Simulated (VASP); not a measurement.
# Sn3O2 (P-3m1) in VASP: relaxation of cell and atoms with PBE

Aim: the relaxation of cell and atoms of Sn3O2 with PBE.

Everything below comes from runs of VASP 6.6.1. Logs are shortened: lines on timing, memory, paths and dates and some standing lists are left out, and cuts for length are marked.

## 1. The cell of the first run

It takes space group P-3m1 (No. 164, trigonal). The conventional cell has a = 3.352 Å, b = 3.352 Å, c = 10.457 Å, α = 90.00°, β = 90.00°, γ = 120.00°. Within 4.2 Å of Sn (site symmetry -3m) lie 6 O at 3.15 Å and 12 Sn at 3.35 to 4.11 Å. Within 3.0 Å of Sn (site symmetry 3m) lie 3 O at 2.24 Å. O (site symmetry 3m) has 3 Sn at 2.24 Å within 3.0 Å.

## 2. Relaxation of cell and atoms, PBE

The input, INCAR:

```
PREC = Accurate
ENCUT = 600
EDIFF = 1E-6
ISMEAR = 0
SIGMA = 0.1
LREAL = F
LASPH = T
NELM = 60
ALGO = Normal
ISIF = 3
LWAVE = F
LCHARG = F
GGA = PE
IBRION = 2
NSW = 100
EDIFFG = -0.01
```

The input, KPOINTS:

```
Automatic mesh
0
Gamma
  12 12 4
```

The input, POSCAR:

```
Sn3O2
1.0
    3.3520408472      0.0000000000      0.0000000000
   -1.6760204236      2.9029525282      0.0000000000
    0.0000000000      0.0000000000     10.4565680011
Sn O
3 2
Direct
    0.0000000000      0.0000000000      0.0000000000
    0.3333333333      0.6666666667      0.6531167823
    0.6666666667      0.3333333333      0.3468832177
    0.3333333333      0.6666666667      0.2382426880
    0.6666666667      0.3333333333      0.7617573120
```

Potentials or basis: VASP PAW PBE potentials, release 64 (Sn_d, O).

The run is started by

```console
> cat potpaw_PBE.64/Sn_d/POTCAR potpaw_PBE.64/O/POTCAR > POTCAR
> mpirun -np 1 vasp_std > vasp.out
```

OUTCAR:

```text
PREC = Accurate
   ENCUT = 600
   EDIFF = 1E-6
   ISMEAR = 0
   LREAL = F
   LASPH = T
   NELM = 60
   ISIF = 3
   GGA = PE
   IBRION = 2
   NSW = 100
   EDIFFG = -0.01

 ion  position               nearest neighbor table
   1  0.000  0.000  0.000-
   2  0.333  0.667  0.653-   5 2.24   5 2.24   5 2.24   3 3.74   3 3.74   3 3.74
   3  0.667  0.333  0.347-   4 2.24   4 2.24   4 2.24   2 3.74   2 3.74   2 3.74
   4  0.333  0.667  0.238-   3 2.24   3 2.24   3 2.24
   5  0.667  0.333  0.762-   2 2.24   2 2.24   2 2.24

  LATTYP: Found a hexagonal cell.
 ALAT       =     3.3520408472
 C/A-ratio  =     3.1194631801

  Lattice vectors:

 A1 = (   3.3520408472,   0.0000000000,   0.0000000000)
 A2 = (  -1.6760204236,   2.9029525282,   0.0000000000)
 A3 = (   0.0000000000,   0.0000000000,  10.4565680011)

Analysis of symmetry for initial positions (statically):
=====================================================================
 Subroutine PRICEL returns:
 Original cell was already a primitive cell.

 Routine SETGRP: Setting up the symmetry group for a
 hexagonal supercell.

 Subroutine GETGRP returns: Found 12 space group operations
 (whereof 12 operations were pure point group operations)
 out of a pool of 24 trial point group operations.

The static configuration has the point symmetry D_3d.

Analysis of symmetry for dynamics (positions and initial velocities):
=====================================================================
 Subroutine PRICEL returns:
 Original cell was already a primitive cell.

 Routine SETGRP: Setting up the symmetry group for a
 hexagonal supercell.

 Subroutine GETGRP returns: Found 12 space group operations
 (whereof 12 operations were pure point group operations)
 out of a pool of 24 trial point group operations.

The dynamic configuration has the point symmetry D_3d.

 Subroutine INISYM returns: Found 12 space group operations
 (whereof 12 operations are pure point group operations),
 and found     1 'primitive' translations

----------------------------------------------------------------------------------------

                                     Primitive cell

  volume of cell :     101.7509

  direct lattice vectors                    reciprocal lattice vectors
     3.352040847  0.000000000  0.000000000     0.298325720  0.172238435  0.000000000
    -1.676020424  2.902952528  0.000000000     0.000000000  0.344476870  0.000000000
     0.000000000  0.000000000 10.456568001     0.000000000  0.000000000  0.095633673

  length of vectors
     3.352040847  3.352040847 10.456568001     0.344476870  0.344476870  0.095633673

  position of ions in fractional coordinates (direct lattice)
     0.000000000  0.000000000  0.000000000
     0.333333333  0.666666667  0.653116782
     0.666666667  0.333333333  0.346883218
     0.333333333  0.666666667  0.238242688
     0.666666667  0.333333333  0.761757312

  ion indices of the primitive-cell ions
   primitive index   ion index
                 1           1
                 2           2
                 3           3
                 4           4
                 5           5

----------------------------------------------------------------------------------------

 KPOINTS: Automatic mesh

Automatic generation of k-mesh.
 Grid dimensions read from file:
 generate k-points for:   12   12    4

 Generating k-lattice:

  Cartesian coordinates                     Fractional coordinates (reciprocal lattice)
     0.024860477  0.014353203  0.000000000     0.083333333  0.000000000  0.000000000
     0.000000000  0.028706406  0.000000000     0.000000000  0.083333333  0.000000000
     0.000000000  0.000000000  0.023908418     0.000000000  0.000000000  0.250000000

  Length of vectors
     0.028706406  0.028706406  0.023908418

  Shift w.r.t. Gamma in fractional coordinates (k-lattice)
     0.000000000  0.000000000  0.000000000

 Subroutine IBZKPT returns following result:
 ===========================================

 Found     69 irreducible k-points:

 Following reciprocal coordinates:
            Coordinates               Weight
  0.000000  0.000000  0.000000      1.000000
  0.083333 -0.000000  0.000000      6.000000
  0.166667 -0.000000  0.000000      6.000000
  0.250000 -0.000000  0.000000      6.000000
  0.333333 -0.000000  0.000000      6.000000
  0.416667 -0.000000  0.000000      6.000000
[... 16 lines left out ...]
  0.166667 -0.000000  0.250000      6.000000
  0.000000  0.166667  0.250000      6.000000
 [... further k-points ...]
   k-points           NKPTS =     69   k-points in BZ     NKDIM =     69   number of bands    NBANDS=     32
   number of dos      NEDOS =    301   number of ions     NIONS =      5
   total plane-waves  NPLWV =  65856
   dimension x,y,z NGX =    28 NGY =   28 NGZ =   84
   dimension x,y,z NGXF=    56 NGYF=   56 NGZF=  168
   ions per type =               3   2
   NGX,Y,Z   is equivalent  to a cutoff of  13.89, 13.89, 13.35 a.u.
   NGXF,Y,Z  is equivalent  to a cutoff of  27.77, 27.77, 26.71 a.u.
 SYSTEM =  unknown system
   PREC   = accura    normal or accurate (medium, high low for compatibility)
   ISTART =      0    job   : 0-new  1-cont  2-samecut
   ICHARG =      2    charge: 1-file 2-atom 10-const
   ISPIN  =      1    spin polarized calculation?
   LNONCOLLINEAR =      F non collinear calculations
   LSORBIT =      F    spin-orbit coupling
   LASPH  =      T    aspherical Exc in radial PAW
   ENCUT  =  600.0 eV  44.10 Ry    6.64 a.u.   6.69  6.69 20.88*2*pi/ulx,y,z
   NELM   =     60;   NELMIN=  2; NELMDL= -5     # of ELM steps
   EDIFF  = 0.1E-05   stopping-criterion for ELM
   LREAL  =      F    real-space projection
   EDIFFG = -.1E-01   stopping-criterion for IOM
   NSW    =    100    number of steps for IOM
   IBRION =      2    ionic relax: 0-MD 1-quasi-New 2-CG
   NFREE  =      1    steps in history (QN), initial steepest desc. (CG)
   ISIF   =      3    stress and relaxation
   ISYM   =      2    0-nonsym 1-usesym 2-fastsym
   POTIM  = 0.5000    time-step for ionic-motion
   TEBEG  =    0.0;   TEEND  =   0.0 temperature during run
   PSTRESS=    0.0 pullay stress
   NELECT =      54.0000    total number of electrons
   NUPDOWN=      -1.0000    fix difference up-down
   EMIN   =  10.00;   EMAX   =-10.00  energy-range for DOS
   EFERMI =   0.00;   METHOD = LEGACY
   ISMEAR =     0;   SIGMA  =   0.10  broadening in eV -4-tet -1-fermi 0-gaus
   EFERMI_NEDOS =   21; number of points for ismear=-14 and -15
   IALGO  =     38    algorithm
   IMIX   =      4    mixing-type and parameters
     AMIX     =   0.40;   BMIX     =  1.00
     AMIX_MAG =   1.60;   BMIX_MAG =  1.00
  volume/ion in A,a.u.               =      20.35       137.33
  Fermi-wavevector in a.u.,A,eV,Ry     =   1.325440  2.504718 23.902582  1.756790
  Thomas-Fermi vector in A             =   2.454900
   LORBIT       =      0    0 simple, 1 ext, 2 COOP (PROOUT), +10 PAW based schemes
   GGA     = PE    functional components
   LHFCALC =     F    Hartree Fock is set to
   AEXX    =    0.0000 exact exchange contribution
   IVDW    =     0    specifies the selected vdW correction
   LEPSILON=     F    determine dielectric tensor
   LRPA    =     F    only Hartree local field effects (RPA)
 conjugate gradient relaxation of ions
 non-spin polarized calculation
 Gauss-broadening in eV      SIGMA  =   0.10
  energy-cutoff  :      600.00
  volume of cell :      101.75
 maximum number of plane-waves:      3462
 NGX is ok and might be reduce to    28
   NGX = 13   NGY = 13   NGZ = 41

--------------------------------------- Ionic step        1  -------------------------------------------

 number of electron      54.0000001 magnetization

 Free energy of the ion-electron system (eV)
  ---------------------------------------------------
  ext. energy  EPLUGINS =         0.00000000
  ---------------------------------------------------
  free energy    TOTEN  =       -24.79632481 eV

  energy without entropy =      -24.78481489  energy(sigma->0) =      -24.79056985

------------------------ aborting loop because EDIFF is reached ----------------------------------------

  FORCE on cell =-STRESS in cart. coord.  units (eV):
  Direction    XX          YY          ZZ          XY          YZ          ZX
  --------------------------------------------------------------------------------------
  -------------------------------------------------------------------------------------
  Total        0.1527380      0.1527380      0.1682254      0.0000000      0.0000000      0.0000000
  in kB        2.4050239      2.4050239      2.6488893      0.0000000      0.0000000      0.0000000
  external PRESSURE =       2.4863123 kB  Pullay stress =       0.0000000 kB
[... 98 lines left out ...]
  FREE ENERGIE OF THE ION-ELECTRON SYSTEM (eV)
  ---------------------------------------------------
  free  energy   TOTEN  =       -24.7992437307 eV

  energy  without entropy=      -24.7875542823  energy(sigma->0) =      -24.79339901

[... ionic steps 4 to 14 ...]

--------------------------------------- Ionic step       15  -------------------------------------------

 number of electron      53.9999990 magnetization

------------------------ aborting loop because EDIFF is reached ----------------------------------------

  FORCE on cell =-STRESS in cart. coord.  units (eV):
  Direction    XX          YY          ZZ          XY          YZ          ZX
  --------------------------------------------------------------------------------------
  -------------------------------------------------------------------------------------
  Total       -0.0302902     -0.0302902      0.0379175     -0.0000000      0.0000000      0.0000000
  in kB       -0.4943894     -0.4943894      0.6188816     -0.0000000      0.0000000      0.0000000
  external PRESSURE =      -0.1232991 kB  Pullay stress =       0.0000000 kB
[... 63 lines left out ...]
  energy  without entropy=      -24.8070511930  energy(sigma->0) =      -24.81277477

--------------------------------------- Ionic step       17  -------------------------------------------

 number of electron      53.9999991 magnetization

 Free energy of the ion-electron system (eV)
  ---------------------------------------------------
  ext. energy  EPLUGINS =         0.00000000
  ---------------------------------------------------
  free energy    TOTEN  =       -24.81852276 eV

  energy without entropy =      -24.80712599  energy(sigma->0) =      -24.81282437

 E-fermi :   7.5832     XC(G=0): -10.3573

 val. band max:        7.5586077725   @ k =   0.3333   0.1667   0.2500
 cond. band min:       7.5858246523   @ k =   0.4167  -0.0000   0.5000
 fundamental gap:      0.0272168798
 Fermi energy:         7.5832190231

 k-point     1 :       0.0000    0.0000    0.0000
  band No.  band energies     occupation
      1     -14.4591      2.00000
      2     -14.4394      2.00000
      3     -14.4394      2.00000
      4     -14.4368      2.00000
      5     -14.4368      2.00000
      6     -14.4229      2.00000
[... 829 lines left out ...]
     31      11.6305      0.00000
     32      12.7690      0.00000

 [... further k-points ...]

------------------------ aborting loop because EDIFF is reached ----------------------------------------

  FORCE on cell =-STRESS in cart. coord.  units (eV):
  Direction    XX          YY          ZZ          XY          YZ          ZX
  --------------------------------------------------------------------------------------
  -------------------------------------------------------------------------------------
  Total        0.0136089      0.0136089     -0.0357526      0.0000000      0.0000000      0.0000000
  in kB        0.2223532      0.2223532     -0.5841554      0.0000000      0.0000000      0.0000000
  external PRESSURE =      -0.0464830 kB  Pullay stress =       0.0000000 kB
[... 20 lines left out ...]
  FREE ENERGIE OF THE ION-ELECTRON SYSTEM (eV)
  ---------------------------------------------------
  free  energy   TOTEN  =       -24.8185227561 eV

  energy  without entropy=      -24.8071259933  energy(sigma->0) =      -24.81282437

 reached required accuracy - stopping structural energy minimisation
```

It took 59 min on 1 thread of Oxide Virtual Turin-like, shared host; peak memory 0.38 GiB.

What came out:

| Item | Value |
| --- | --- |
| Free energy | -24.8185 eV |
| Relaxed volume | 19.61 Å³/atom |
| Relaxed cell | a = 3.321 Å, b = 3.321 Å, c = 10.264 Å, α = 90.00°, β = 90.00°, γ = 120.00° |
| Space group after relaxing (to 0.1 Å) | P-3m1 (No. 164) |
| Energy gained by relaxing | 4.4 meV/atom |
| Ionic steps | 17 |
| Pressure after relaxing | 0.0 GPa |
| Largest force after relaxing | 0.009 eV/Å |
| Band gap on the k mesh | zero (bands 27 and 28 overlap by 2.20 eV) |

Forces in eV/Å, atoms in the order of the input:
```
Sn   0.000  0.000  0.000
Sn   0.000  0.000 -0.002
Sn   0.000  0.000  0.002
O    0.000  0.000 -0.009
O    0.000  0.000  0.009
```

The path:
| step | energy change (eV) | largest force (eV/Å) | pressure (GPa) | volume (Å³) |
| --- | --- | --- | --- | --- |
| 1 | 0.0000 | 0.1941 | 0.25 | 101.75 |
| 2 | -0.0029 | 0.0849 | -0.45 | 102.22 |
| 3 | -0.0029 | 0.0830 | -0.47 | 102.23 |
| 4 | -0.0059 | 0.0761 | -0.38 | 101.60 |
| 5 | -0.0112 | 0.0723 | -0.02 | 99.75 |
| 6 | -0.0117 | 0.0936 | 0.15 | 98.97 |
| 7 | -0.0149 | 0.0886 | 0.10 | 98.58 |
| 8 | -0.0183 | 0.0669 | 0.12 | 97.43 |
| 9 | -0.0184 | 0.0717 | 0.11 | 97.60 |
| 10 | -0.0198 | 0.0612 | 0.01 | 97.84 |
| 11 | -0.0212 | 0.0424 | -0.33 | 98.51 |
| 12 | -0.0219 | 0.0095 | -0.13 | 98.30 |
| 13 | -0.0220 | 0.0196 | -0.04 | 98.23 |
| 14 | -0.0220 | 0.0261 | 0.00 | 98.20 |
| 15 | -0.0221 | 0.0199 | -0.01 | 98.16 |
| 16 | -0.0222 | 0.0107 | -0.01 | 98.08 |
| 17 | -0.0222 | 0.0085 | 0.00 | 98.06 |

Final structure:
```
Sn O
1.0
     3.32148    0.00000    0.00000
    -1.66074    2.87648    0.00000
     0.00000    0.00000   10.26354
Sn O
3 2
Direct
  0.00000 0.00000 0.00000
  0.33333 0.66667 0.65531
  0.66667 0.33333 0.34469
  0.33333 0.66667 0.22481
  0.66667 0.33333 0.77519
```

Caveat: spin-orbit coupling is left out, which moves the levels of the heavy elements.
